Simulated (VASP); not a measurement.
A run of VASP 6.6.1 is set up as follows.

The input INCAR:

```
SYSTEM = InP
PREC = Accurate ; ENCUT = 500
EDIFF = 1E-6 ; ISMEAR = 0
SIGMA = 0.1 ; LREAL = .FALSE.
LASPH = .TRUE. ; NELM = 120
ALGO = Normal ; ISIF = 2
LWAVE = .FALSE. ; LCHARG = .FALSE.
GGA = PE ; IVDW = 12
NBANDS = 16 ; GGA_COMPAT = .FALSE.
```

File KPOINTS:

```
regular mesh
0
G
  4 4 4
  0 0 0
```

File POSCAR:

```
InP
1.0
    0.0000000000      2.9519763857      2.9519763857
    2.9519763857      0.0000000000      2.9519763857
    2.9519763857      2.9519763857      0.0000000000
In P
1 1
Direct
    0.0000000000      0.0000000000      0.0000000000
    0.2500000000      0.2500000000      0.2500000000
```

Potentials or basis: VASP PAW PBE potentials, release 64 (In_d, P).

Command:

```bash
$ cat potpaw_PBE.64/In_d/POTCAR potpaw_PBE.64/P/POTCAR > POTCAR
$ mpirun -np 1 vasp_std > vasp.out
```

Predict the band gap on the k mesh.

0.58 eV, direct.

Predict the dispersion energy per atom.

-0.306 eV.

Predict the pressure.

-0.2 GPa.

Caveat: the k points lie up to 0.46 Å⁻¹ apart; spin-orbit coupling is left out, which moves the levels of the heavy elements. PBE gaps usually lie below the measured ones, often by a third to a half.
